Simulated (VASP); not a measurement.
# Au (I4/mmm) in VASP: single point with PBE

Aim: the single point of Au with PBE.

Everything below comes from runs of VASP 6.6.1. Logs are shortened: lines on timing, memory, paths and dates and some standing lists are left out, and cuts for length are marked.

## (1) The cell of the first run

Symmetry: I4/mmm, No. 139, tetragonal system. The conventional cell has a = 2.973 Å, b = 2.973 Å, c = 4.065 Å, α = 90.00°, β = 90.00°, γ = 90.00°. Within 3.9 Å of Au (site symmetry 4/mmm) lie 12 Au at 2.92 to 2.97 Å.

## (2) Single point, PBE

Input file INCAR:

```
SYSTEM = Au
PREC     = Accurate       ! precision mode
ENCUT    = 520            ! plane-wave cutoff, eV
EDIFF    = 1E-6           ! SCF threshold, eV
ISMEAR   = 0              ! smearing method
SIGMA    = 0.1            ! smearing width, eV
LREAL    = .False.        ! projectors in reciprocal space
LASPH    = .True.         ! aspherical terms in the spheres
NELM     = 100            ! most SCF steps
ALGO     = Fast           ! electronic algorithm
ISIF     = 2              ! what is computed and relaxed
LWAVE    = .False.        ! write WAVECAR
LCHARG   = .False.        ! write CHGCAR
GGA      = PE             ! functional
NBANDS   = 24             ! bands
```

Input file KPOINTS:

```
regular mesh
0
Gamma
  14 14 14
  0 0 0
```

Input file POSCAR:

```
Au
1.0
    0.0000000000      0.0000000000      2.9733134039
    0.0000000000      2.9733134039      0.0000000000
   -6.0980403989     -1.4866567019     -1.4866567019
Au
3
Direct
    0.3333333333      0.3333333333      0.6666666667
    0.0000000000      0.0000000000      0.0000000000
    0.6666666667      0.6666666667      0.3333333333
```

Potentials or basis: VASP PAW PBE potentials, release 64 (Au).

Command:

```sh
$ cat potpaw_PBE.64/Au/POTCAR > POTCAR
$ mpirun -np 1 vasp_std > vasp.out
```

OUTCAR:

```text
SYSTEM = Au
   PREC = Accurate
   ENCUT = 520
   EDIFF = 1E-6
   ISMEAR = 0
   LREAL = .False.
   LASPH = .True.
   NELM = 100
   ISIF = 2
   GGA = PE

 ion  position               nearest neighbor table
   1  0.333  0.333  0.667-   2 2.92   2 2.92   2 2.92   3 2.92   2 2.92   3 2.92   3 2.92   3 2.92

   2  0.000  0.000  0.000-   1 2.92   3 2.92   3 2.92   3 2.92   1 2.92   1 2.92   3 2.92   1 2.92

   3  0.667  0.667  0.333-   2 2.92   2 2.92   2 2.92   1 2.92   2 2.92   1 2.92   1 2.92   1 2.92

  LATTYP: Found a body centered tetragonal cell.
 ALAT       =     2.9733134039
 C/A-ratio  =     4.1018483897

  Lattice vectors:

 A1 = (   6.0980403989,  -1.4866567020,   1.4866567019)
 A2 = (   6.0980403989,   1.4866567019,  -1.4866567020)
 A3 = (  -6.0980403989,   1.4866567020,   1.4866567020)

Analysis of symmetry for initial positions (statically):
=====================================================================
 Subroutine PRICEL returns following result:

  LATTYP: Found a body centered tetragonal cell.
 ALAT       =     2.9733134035
 C/A-ratio  =     1.3672827968

  Lattice vectors:

 A1 = (   2.0326801328,  -1.4866567021,   1.4866567018)
 A2 = (   2.0326801334,   1.4866567022,  -1.4866567017)
 A3 = (  -2.0326801334,   1.4866567017,   1.4866567017)

   3 primitive cells build up your supercell.

 Routine SETGRP: Setting up the symmetry group for a
 body centered tetragonal supercell.

 Subroutine GETGRP returns: Found 16 space group operations
 (whereof 16 operations were pure point group operations)
 out of a pool of 16 trial point group operations.

The static configuration has the point symmetry D_4h.

Analysis of symmetry for dynamics (positions and initial velocities):
=====================================================================
 Subroutine PRICEL returns following result:

  LATTYP: Found a body centered tetragonal cell.
 ALAT       =     2.9733134035
 C/A-ratio  =     1.3672827968

  Lattice vectors:

 A1 = (   2.0326801328,  -1.4866567021,   1.4866567018)
 A2 = (   2.0326801334,   1.4866567022,  -1.4866567017)
 A3 = (  -2.0326801334,   1.4866567017,   1.4866567017)

   3 primitive cells build up your supercell.

 Routine SETGRP: Setting up the symmetry group for a
 body centered tetragonal supercell.

 Subroutine GETGRP returns: Found 16 space group operations
 (whereof 16 operations were pure point group operations)
 out of a pool of 16 trial point group operations.

The dynamic configuration has the point symmetry D_4h.

 Subroutine INISYM returns: Found 16 space group operations
 (whereof 16 operations are pure point group operations),
 and found     3 'primitive' translations

----------------------------------------------------------------------------------------

                                     Primitive cell

  volume of cell :      17.9701

  direct lattice vectors                    reciprocal lattice vectors
     2.032680133 -1.486656702  1.486656702     0.245980660  0.000000000  0.336325124
     2.032680133  1.486656702 -1.486656702     0.245980660  0.336325124  0.000000000
    -2.032680133  1.486656702  1.486656702    -0.000000000  0.336325124  0.336325124

  length of vectors
     2.924394779  2.924394779  2.924394779     0.416678622  0.416678622  0.475635552

  position of ions in fractional coordinates (direct lattice)
     1.000000000  1.000000000  1.000000000

  ion indices of the primitive-cell ions
   primitive index   ion index
                 1           1

----------------------------------------------------------------------------------------

 KPOINTS: regular mesh

Automatic generation of k-mesh.
 Grid dimensions read from file:
 generate k-points for:   14   14   14

 Generating k-lattice:

  Cartesian coordinates                     Fractional coordinates (reciprocal lattice)
    -0.005856682  0.000000000  0.024023223     0.071428571  0.000000000  0.000000000
    -0.005856682  0.024023223  0.000000000     0.000000000  0.071428571  0.000000000
    -0.011713365  0.000000000  0.000000000     0.000000000  0.000000000  0.071428571

  Length of vectors
     0.024726827  0.024726827  0.011713365

  Shift w.r.t. Gamma in fractional coordinates (k-lattice)
     0.000000000  0.000000000  0.000000000

 Subroutine IBZKPT returns following result:
 ===========================================

 Found    244 irreducible k-points:

 Following reciprocal coordinates:
            Coordinates               Weight
  0.000000  0.000000  0.000000      1.000000
  0.071429  0.000000  0.000000      8.000000
  0.142857  0.000000  0.000000      8.000000
  0.214286  0.000000  0.000000      8.000000
  0.285714  0.000000  0.000000      8.000000
  0.357143  0.000000  0.000000      8.000000
[... 16 lines left out ...]
  0.214286  0.142857  0.000000     16.000000
  0.285714  0.142857  0.000000     16.000000
 [... further k-points ...]
   k-points           NKPTS =    244   k-points in BZ     NKDIM =    244   number of bands    NBANDS=     24
   number of dos      NEDOS =    301   number of ions     NIONS =      3
   total plane-waves  NPLWV =  27648
   dimension x,y,z NGX =    24 NGY =   24 NGZ =   48
   dimension x,y,z NGXF=    48 NGYF=   48 NGZF=   96
   ions per type =               3
   NGX,Y,Z   is equivalent  to a cutoff of  13.42, 13.42, 12.37 a.u.
   NGXF,Y,Z  is equivalent  to a cutoff of  26.84, 26.84, 24.74 a.u.
 SYSTEM =  Au
   PREC   = accura    normal or accurate (medium, high low for compatibility)
   ISTART =      0    job   : 0-new  1-cont  2-samecut
   ICHARG =      2    charge: 1-file 2-atom 10-const
   ISPIN  =      1    spin polarized calculation?
   LNONCOLLINEAR =      F non collinear calculations
   LSORBIT =      F    spin-orbit coupling
   LASPH  =      T    aspherical Exc in radial PAW
   ENCUT  =  520.0 eV  38.22 Ry    6.18 a.u.   5.53  5.53 11.99*2*pi/ulx,y,z
   NELM   =    100;   NELMIN=  2; NELMDL= -5     # of ELM steps
   EDIFF  = 0.1E-05   stopping-criterion for ELM
   LREAL  =      F    real-space projection
   EDIFFG = 0.1E-04   stopping-criterion for IOM
   NSW    =      0    number of steps for IOM
   IBRION =     -1    ionic relax: 0-MD 1-quasi-New 2-CG
   NFREE  =      0    steps in history (QN), initial steepest desc. (CG)
   ISIF   =      2    stress and relaxation
   ISYM   =      2    0-nonsym 1-usesym 2-fastsym
   POTIM  = 0.5000    time-step for ionic-motion
   TEBEG  =    0.0;   TEEND  =   0.0 temperature during run
   PSTRESS=    0.0 pullay stress
   NELECT =      33.0000    total number of electrons
   NUPDOWN=      -1.0000    fix difference up-down
   EMIN   =  10.00;   EMAX   =-10.00  energy-range for DOS
   EFERMI =   0.00;   METHOD = LEGACY
   ISMEAR =     0;   SIGMA  =   0.10  broadening in eV -4-tet -1-fermi 0-gaus
   EFERMI_NEDOS =   21; number of points for ismear=-14 and -15
   IALGO  =     68    algorithm
   IMIX   =      4    mixing-type and parameters
     AMIX     =   0.40;   BMIX     =  1.00
     AMIX_MAG =   1.60;   BMIX_MAG =  1.00
  volume/ion in A,a.u.               =      17.97       121.27
  Fermi-wavevector in a.u.,A,eV,Ry     =   1.390024  2.626764 26.288719  1.932166
  Thomas-Fermi vector in A             =   2.513999
   LORBIT       =      0    0 simple, 1 ext, 2 COOP (PROOUT), +10 PAW based schemes
   GGA     = PE    functional components
   LHFCALC =     F    Hartree Fock is set to
   AEXX    =    0.0000 exact exchange contribution
   IVDW    =     0    specifies the selected vdW correction
   LEPSILON=     F    determine dielectric tensor
   LRPA    =     F    only Hartree local field effects (RPA)
 non-spin polarized calculation
 RMM-DIIS sequential band-by-band and
 Gauss-broadening in eV      SIGMA  =   0.10
  energy-cutoff  :      520.00
  volume of cell :       53.91
 maximum number of plane-waves:      1483
 NGX is ok and might be reduce to    24
   NGX = 11   NGY = 11   NGZ = 23

 number of electron      33.0000007 magnetization

 Free energy of the ion-electron system (eV)
  ---------------------------------------------------
  ext. energy  EPLUGINS =         0.00000000
  ---------------------------------------------------
  free energy    TOTEN  =        -9.66367800 eV

  energy without entropy =       -9.66027091  energy(sigma->0) =       -9.66197445

 E-fermi :   8.5886     XC(G=0): -12.4012

 val. band max:        8.5470761571   @ k =  -0.2143   0.1429   0.0000
 cond. band min:       8.6123952314   @ k =  -0.4286   0.0714   0.0000
 fundamental gap:      0.0653190742
 Fermi energy:         8.5886060434

 k-point     1 :       0.0000    0.0000    0.0000
  band No.  band energies     occupation
      1      -0.6929      2.00000
      2       2.2983      2.00000
      3       2.2983      2.00000
      4       2.7714      2.00000
      5       2.7714      2.00000
      6       4.1088      2.00000
[... 16 lines left out ...]
     23      20.9505      0.00000
     24      20.9505      0.00000

 k-point     2 :       0.0714    0.0000    0.0000
  band No.  band energies     occupation
      1      -0.5755      2.00000
      2       2.3546      2.00000
      3       2.3713      2.00000
      4       2.7645      2.00000
      5       2.8816      2.00000
      6       4.0766      2.00000
[... 16 lines left out ...]
     23      20.9303      0.00000
     24      22.0049      0.00000

 k-point     3 :       0.1429    0.0000    0.0000
  band No.  band energies     occupation
      1      -0.2322      2.00000
      2       2.4475      2.00000
      3       2.4977      2.00000
      4       2.9215      2.00000
      5       3.1436      2.00000
      6       3.9882      2.00000
[... 16 lines left out ...]
     23      21.6285      0.00000
     24      22.7821      0.00000
[... 514 lines left out ...]
 k-point    23 :       0.2143    0.1429    0.0000
  band No.  band energies     occupation
      1       0.7884      2.00000
      2       2.6356      2.00000
      3       2.9515      2.00000
      4       3.2420      2.00000
      5       3.5863      2.00000
      6       3.6402      2.00000
[... 16 lines left out ...]
     23      20.1440      0.00000
     24      22.3877      0.00000

 k-point    24 :       0.2857    0.1429    0.0000
  band No.  band energies     occupation
      1       1.4077      2.00000
      2       2.4441      2.00000
      3       3.0716      2.00000
      4       3.4018      2.00000
      5       3.5112      2.00000
      6       3.9479      2.00000
[... 16 lines left out ...]
     23      20.3262      0.00000
     24      20.6636      0.00000

 [... further k-points ...]
[... 5 lines left out ...]
  --------------------------------------------------------------------------------------
  -------------------------------------------------------------------------------------
  Total       -0.0475073     -0.0876612     -0.0876612      0.0000000      0.0000000      0.0000000
  in kB       -1.4118841     -2.6052317     -2.6052317      0.0000000      0.0000000      0.0000000
  external PRESSURE =      -2.2074491 kB  Pullay stress =       0.0000000 kB

 VOLUME and BASIS-vectors are now :
 -----------------------------------------------------------------------------
  energy-cutoff  :      520.00
  volume of cell :       53.91
      direct lattice vectors                 reciprocal lattice vectors
     0.000000000  0.000000000  2.973313404    -0.081993553  0.000000000  0.336325124
     0.000000000  2.973313404  0.000000000    -0.081993553  0.336325124  0.000000000
    -6.098040399 -1.486656702 -1.486656702    -0.163987106  0.000000000  0.000000000

 POSITION                                       TOTAL-FORCE (eV/Angst)
 -----------------------------------------------------------------------------------
     -4.06536     -0.00000     -0.00000        -0.000000      0.000000      0.000000
      0.00000      0.00000      0.00000         0.000000      0.000000      0.000000
     -2.03268      1.48666      1.48666         0.000000     -0.000000     -0.000000
 -----------------------------------------------------------------------------------
    total drift:                               -0.000000     -0.000000      0.000000

  FREE ENERGIE OF THE ION-ELECTRON SYSTEM (eV)
  ---------------------------------------------------
  free  energy   TOTEN  =        -9.6636779952 eV

  energy  without entropy=       -9.6602709091  energy(sigma->0) =       -9.66197445
```

It took 92 s on 1 thread of AMD EPYC 9R45 (Zen 5), shared host; peak memory 0.32 GiB.

What came out:

```
Free energy            : -9.6637 eV
Pressure               : -0.2 GPa
Band gap on the k mesh : zero (an odd number of electrons rules out a gap without spin polarisation)
```

Levels at points of the mesh, in eV from the Fermi level:
```csv
k point,band 14,band 15,band 16,band 17,band 18,band 19,band 20,band 21
"(0.00, 0.00, 0.00)",-2.59,-2.59,-2.59,-2.29,-2.29,11.89,11.89,11.89
"(0.50, 0.00, 0.00)",-1.99,-1.86,-0.68,-0.48,-0.48,2.82,6.29,6.29
"(0.50, 0.50, 0.00)",-1.74,-1.54,1.02,4.11,4.11,4.40,4.40,5.14
"(0.00, 0.00, 0.50)",-2.89,-1.97,-1.62,-1.62,1.57,5.88,9.50,9.50
```

Caveat: spin-orbit coupling is left out, which moves the levels of the heavy elements.
